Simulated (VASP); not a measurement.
# B3C (Pm-3m) in VASP: relaxation of cell and atoms with PBE

Aim: the relaxation of cell and atoms of B3C with PBE.

Program: VASP 6.6.1. These are calculated values, not measurements. Logs are shortened: lines on timing, memory, paths and dates and some standing lists are left out, and cuts for length are marked.

## 1. The cell of the first run

The structure is cubic, space group Pm-3m (No. 221). The conventional cell has a = 2.905 Å, b = 2.905 Å, c = 2.905 Å, α = 90.00°, β = 90.00°, γ = 90.00°. B (site symmetry 4/mmm) has 8 B at 2.05 Å and 4 C at 2.05 Å within 2.7 Å. C (site symmetry m-3m) has 12 B at 2.05 Å within 2.7 Å.

The cell was generated, and may not be a known phase.

## 2. Relaxation of cell and atoms, PBE

The input, INCAR:

```
ALGO = Normal ; EDIFF = 1E-7
EDIFFG = -0.01 ; ENCUT = 600
GGA = PE ; IBRION = 2
ISIF = 3 ; ISMEAR = 0
LASPH = T ; LCHARG = F
LREAL = F ; LWAVE = F
NELM = 80 ; NSW = 100
PREC = Accurate ; SIGMA = 0.1
```

The input, KPOINTS:

```
k-points
0
Gamma
  16 16 16
```

The input, POSCAR:

```
B3C
1.0
    2.9049764932      0.0000000000      0.0000000000
    0.0000000000      2.9049764932      0.0000000000
    0.0000000000      0.0000000000      2.9049764932
B C
3 1
Direct
    0.0000000000      0.5000000000      0.5000000000
    0.5000000000      0.0000000000      0.5000000000
    0.5000000000      0.5000000000      0.0000000000
    0.0000000000      0.0000000000      0.0000000000
```

Potentials or basis: VASP PAW PBE potentials, release 64 (B, C).

The run is started by

```sh
$ cat potpaw_PBE.64/B/POTCAR potpaw_PBE.64/C/POTCAR > POTCAR
$ mpirun -np 1 vasp_std > vasp.out
```

OUTCAR:

```text
EDIFF = 1E-7
   EDIFFG = -0.01
   ENCUT = 600
   GGA = PE
   IBRION = 2
   ISIF = 3
   ISMEAR = 0
   LASPH = T
   LREAL = F
   NELM = 80
   NSW = 100
   PREC = Accurate

 ion  position               nearest neighbor table
   1  0.000  0.500  0.500-   2 2.05   3 2.05   4 2.05   3 2.05   4 2.05   2 2.05   4 2.05   4 2.05
                             2 2.05   3 2.05   3 2.05   2 2.05
   2  0.500  0.000  0.500-   1 2.05   3 2.05   4 2.05   3 2.05   4 2.05   1 2.05   3 2.05   3 2.05
                             1 2.05   4 2.05   4 2.05   1 2.05
   3  0.500  0.500  0.000-   1 2.05   2 2.05   4 2.05   1 2.05   2 2.05   2 2.05   4 2.05   2 2.05
                             1 2.05   4 2.05   1 2.05   4 2.05
   4  0.000  0.000  0.000-   1 2.05   2 2.05   3 2.05   1 2.05   2 2.05   1 2.05   3 2.05   1 2.05
                             2 2.05   3 2.05   2 2.05   3 2.05

  LATTYP: Found a simple cubic cell.
 ALAT       =     2.9049764932

  Lattice vectors:

 A1 = (   2.9049764932,   0.0000000000,   0.0000000000)
 A2 = (   0.0000000000,   2.9049764932,   0.0000000000)
 A3 = (   0.0000000000,   0.0000000000,   2.9049764932)

Analysis of symmetry for initial positions (statically):
=====================================================================
 Subroutine PRICEL returns:
 Original cell was already a primitive cell.

 Routine SETGRP: Setting up the symmetry group for a
 simple cubic supercell.

 Subroutine GETGRP returns: Found 48 space group operations
 (whereof 48 operations were pure point group operations)
 out of a pool of 48 trial point group operations.

The static configuration has the point symmetry O_h .

Analysis of symmetry for dynamics (positions and initial velocities):
=====================================================================
 Subroutine PRICEL returns:
 Original cell was already a primitive cell.

 Routine SETGRP: Setting up the symmetry group for a
 simple cubic supercell.

 Subroutine GETGRP returns: Found 48 space group operations
 (whereof 48 operations were pure point group operations)
 out of a pool of 48 trial point group operations.

The dynamic configuration has the point symmetry O_h .

 Subroutine INISYM returns: Found 48 space group operations
 (whereof 48 operations are pure point group operations),
 and found     1 'primitive' translations

----------------------------------------------------------------------------------------

                                     Primitive cell

  volume of cell :      24.5148

  direct lattice vectors                    reciprocal lattice vectors
     2.904976493  0.000000000  0.000000000     0.344236865  0.000000000  0.000000000
     0.000000000  2.904976493  0.000000000     0.000000000  0.344236865  0.000000000
     0.000000000  0.000000000  2.904976493     0.000000000  0.000000000  0.344236865

  length of vectors
     2.904976493  2.904976493  2.904976493     0.344236865  0.344236865  0.344236865

  position of ions in fractional coordinates (direct lattice)
     0.000000000  0.500000000  0.500000000
     0.500000000  0.000000000  0.500000000
     0.500000000  0.500000000  0.000000000
     0.000000000  0.000000000  0.000000000

  ion indices of the primitive-cell ions
   primitive index   ion index
                 1           1
                 2           2
                 3           3
                 4           4

----------------------------------------------------------------------------------------

 KPOINTS: k-points

Automatic generation of k-mesh.
 Grid dimensions read from file:
 generate k-points for:   16   16   16

 Generating k-lattice:

  Cartesian coordinates                     Fractional coordinates (reciprocal lattice)
[... 77 lines left out ...]
   IALGO  =     38    algorithm
   IMIX   =      4    mixing-type and parameters
     AMIX     =   0.40;   BMIX     =  1.00
     AMIX_MAG =   1.60;   BMIX_MAG =  1.00
  volume/ion in A,a.u.               =       6.13        41.36
  Fermi-wavevector in a.u.,A,eV,Ry     =   1.325094  2.504064 23.890114  1.755874
  Thomas-Fermi vector in A             =   2.454580
   LORBIT       =      0    0 simple, 1 ext, 2 COOP (PROOUT), +10 PAW based schemes
   GGA     = PE    functional components
   LHFCALC =     F    Hartree Fock is set to
   AEXX    =    0.0000 exact exchange contribution
   IVDW    =     0    specifies the selected vdW correction
   LEPSILON=     F    determine dielectric tensor
   LRPA    =     F    only Hartree local field effects (RPA)
 conjugate gradient relaxation of ions
 non-spin polarized calculation
 Gauss-broadening in eV      SIGMA  =   0.10
  energy-cutoff  :      600.00
  volume of cell :       24.51
 maximum number of plane-waves:       840
 NGX is ok and might be reduce to    24
   NGX = 11   NGY = 11   NGZ = 11

--------------------------------------- Ionic step        1  -------------------------------------------

 number of electron      13.0000001 magnetization

 Free energy of the ion-electron system (eV)
  ---------------------------------------------------
  ext. energy  EPLUGINS =         0.00000000
  ---------------------------------------------------
  free energy    TOTEN  =       -20.36348111 eV

  energy without entropy =      -20.35665570  energy(sigma->0) =      -20.36006840

------------------------ aborting loop because EDIFF is reached ----------------------------------------

  FORCE on cell =-STRESS in cart. coord.  units (eV):
  Direction    XX          YY          ZZ          XY          YZ          ZX
  --------------------------------------------------------------------------------------
  -------------------------------------------------------------------------------------
  Total        0.1040774      0.1040774      0.1040774      0.0000000      0.0000000      0.0000000
  in kB        6.8020375      6.8020375      6.8020375      0.0000000      0.0000000      0.0000000
  external PRESSURE =       6.8020375 kB  Pullay stress =       0.0000000 kB

 VOLUME and BASIS-vectors are now :
 -----------------------------------------------------------------------------
  energy-cutoff  :      600.00
  volume of cell :       24.51
      direct lattice vectors                 reciprocal lattice vectors
     2.904976493  0.000000000  0.000000000     0.344236865  0.000000000  0.000000000
     0.000000000  2.904976493  0.000000000     0.000000000  0.344236865  0.000000000
     0.000000000  0.000000000  2.904976493     0.000000000  0.000000000  0.344236865

 POSITION                                       TOTAL-FORCE (eV/Angst)
 -----------------------------------------------------------------------------------
      0.00000      1.45249      1.45249         0.000000      0.000000      0.000000
      1.45249      0.00000      1.45249         0.000000      0.000000      0.000000
      1.45249      1.45249      0.00000         0.000000      0.000000      0.000000
      0.00000      0.00000      0.00000         0.000000      0.000000      0.000000
 -----------------------------------------------------------------------------------
    total drift:                                0.000000     -0.000000     -0.000000

  FREE ENERGIE OF THE ION-ELECTRON SYSTEM (eV)
  ---------------------------------------------------
  free  energy   TOTEN  =       -20.3634811070 eV

  energy  without entropy=      -20.3566556957  energy(sigma->0) =      -20.36006840

--------------------------------------- Ionic step        2  -------------------------------------------

 number of electron      13.0000001 magnetization

 Free energy of the ion-electron system (eV)
  ---------------------------------------------------
  ext. energy  EPLUGINS =         0.00000000
  ---------------------------------------------------
  free energy    TOTEN  =       -20.36366226 eV

  energy without entropy =      -20.35683599  energy(sigma->0) =      -20.36024912

 E-fermi :  10.3459     XC(G=0): -13.0036

 val. band max:       10.3423302901   @ k =   0.4375   0.3750   0.1250
 cond. band min:      10.3510420258   @ k =   0.4375   0.1250   0.0625
 fundamental gap:      0.0087117357
 Fermi energy:        10.3458737802

 k-point     1 :       0.0000    0.0000    0.0000
  band No.  band energies     occupation
      1      -9.4650      2.00000
      2       2.6893      2.00000
      3       2.6893      2.00000
      4       2.6893      2.00000
      5       5.9083      2.00000
      6       9.9708      2.00000
      7       9.9708      2.00000
      8      13.8632      0.00000
      9      13.8632      0.00000
     10      13.8632      0.00000
[... 287 lines left out ...]
 k-point    24 :       0.5000    0.1250    0.0000
  band No.  band energies     occupation
      1      -6.3866      2.00000
      2      -4.8000      2.00000
      3       4.2800      2.00000
      4       5.3957      2.00000
      5       6.2162      2.00000
      6       7.7246      2.00000
      7      10.1251      1.99821
      8      11.0025      0.00000
      9      12.3055      0.00000
     10      14.9240      0.00000

 [... further k-points ...]

------------------------ aborting loop because EDIFF is reached ----------------------------------------

  FORCE on cell =-STRESS in cart. coord.  units (eV):
  Direction    XX          YY          ZZ          XY          YZ          ZX
  --------------------------------------------------------------------------------------
  -------------------------------------------------------------------------------------
  Total       -0.0081913     -0.0081913     -0.0081913     -0.0000000     -0.0000000      0.0000000
  in kB       -0.5333380     -0.5333380     -0.5333380     -0.0000000     -0.0000000      0.0000000
  external PRESSURE =      -0.5333380 kB  Pullay stress =       0.0000000 kB

 VOLUME and BASIS-vectors are now :
 -----------------------------------------------------------------------------
  energy-cutoff  :      600.00
  volume of cell :       24.61
      direct lattice vectors                 reciprocal lattice vectors
     2.908622942  0.000000000  0.000000000     0.343805306 -0.000000000  0.000000000
     0.000000000  2.908622942  0.000000000     0.000000000  0.343805306  0.000000000
     0.000000000  0.000000000  2.908622942    -0.000000000 -0.000000000  0.343805306

 POSITION                                       TOTAL-FORCE (eV/Angst)
 -----------------------------------------------------------------------------------
      0.00000      1.45431      1.45431        -0.000000      0.000000      0.000000
      1.45431      0.00000      1.45431         0.000000      0.000000      0.000000
      1.45431      1.45431      0.00000         0.000000      0.000000      0.000000
      0.00000      0.00000      0.00000         0.000000      0.000000      0.000000
 -----------------------------------------------------------------------------------
    total drift:                                0.000000     -0.000000     -0.000000

  FREE ENERGIE OF THE ION-ELECTRON SYSTEM (eV)
  ---------------------------------------------------
  free  energy   TOTEN  =       -20.3636622564 eV

  energy  without entropy=      -20.3568359874  energy(sigma->0) =      -20.36024912

 reached required accuracy - stopping structural energy minimisation
```

Wall time 17 s (1 thread of Intel Xeon 6975P-C (Granite Rapids), shared host); peak memory 0.16 GiB.

What came out:

| Quantity | Value |
| --- | --- |
| Free energy | -20.3637 eV |
| Relaxed volume | 6.15 Å³/atom |
| Relaxed cell | a = 2.909 Å, b = 2.909 Å, c = 2.909 Å, α = 90.00°, β = 90.00°, γ = 90.00° |
| Space group after relaxing (to 0.1 Å) | Pm-3m (No. 221) |
| Energy gained by relaxing | 0.0 meV/atom |
| Ionic steps | 2 |
| Pressure after relaxing | -0.1 GPa |
| Band gap on the k mesh | zero (an odd number of electrons rules out a gap without spin polarisation) |

Step by step:
| step | energy change (eV) | largest force (eV/Å) | pressure (GPa) | volume (Å³) |
| --- | --- | --- | --- | --- |
| 1 | 0.0000 | 0.0000 | 0.68 | 24.51 |
| 2 | -0.0002 | 0.0000 | -0.05 | 24.61 |

Final structure:
```xyz
4
Lattice="2.9086 0.0000 0.0000 0.0000 2.9086 0.0000 0.0000 0.0000 2.9086" Properties=species:S:1:pos:R:3 pbc="T T T"
B     0.0000    1.4543    1.4543
B     1.4543    0.0000    1.4543
B     1.4543    1.4543    0.0000
C     0.0000    0.0000    0.0000
```

Caveat: an odd number of electrons without spin polarisation forces a metal; a magnetic or distorted state may lie lower.
